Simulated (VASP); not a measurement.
Set up this calculation in VASP 6.6.1, as the native input.

```yaml
Task: relaxation of the atoms
Functional: PBEsol
Potentials_or_basis: VASP PAW PBE potentials, release 64 (Ga_d, P, In_d)
Cutoff: 520 eV
k_mesh: 8 × 8 × 6
Occupations: gaussian, width 0.01 eV
Spin: no spin polarisation
Dipole_correction: no
Further_INCAR_settings: ALGO = Normal; EDIFF = 1e-07; IBRION = 2; EDIFFG = -0.005; NSW = 100
```

The structure of InGaP2 lies in POSCAR:

```
InGaP2
1.0
    3.9972746340      0.0000000000      0.0000000000
    0.0000000000      3.9972746340      0.0000000000
    0.0000000000      0.0000000000      5.6530000000
Ga P In
1 2 1
Direct
    0.0000000000      0.0000000000      0.0000000000
    0.5000000000      0.0000000000      0.2500000000
    0.0000000000      0.5000000000      0.7500000000
    0.5000000000      0.5000000000      0.5000000000
```

These files were run (other wordings do the same):

INCAR

```
PREC = Accurate
ENCUT = 520
EDIFF = 1E-7
ISMEAR = 0
SIGMA = 0.01
LREAL = False
LASPH = True
NELM = 100
ALGO = Normal
ISIF = 2
LWAVE = False
LCHARG = False
GGA = PS
IBRION = 2
NSW = 100
EDIFFG = -0.005
```

KPOINTS

```
regular mesh
0
Gamma
  8 8 6
```

Potentials or basis: VASP PAW PBE potentials, release 64 (Ga_d, P, In_d).

Launch:

```console
$ cat potpaw_PBE.64/Ga_d/POTCAR potpaw_PBE.64/P/POTCAR potpaw_PBE.64/In_d/POTCAR > POTCAR
$ mpirun -np 1 vasp_std > vasp.out
```

It gave:

```
Energy gained by relaxing    : 47.2 meV/atom
Ionic steps                  : 3
Pressure after relaxing      : 0.2 GPa
Largest force after relaxing : 0.005 eV/Å
Band gap on the k mesh       : 0.93 eV, direct
```

Caveat: the PAW data sets were made with another functional, which shifts forces and pressure a little; spin-orbit coupling is left out, which moves the levels of the heavy elements.

It took 2.6 min on 1 thread of AMD EPYC 9R45 96-Core Processor (Zen 5), with other jobs on the host, peak memory 0.25 GiB.
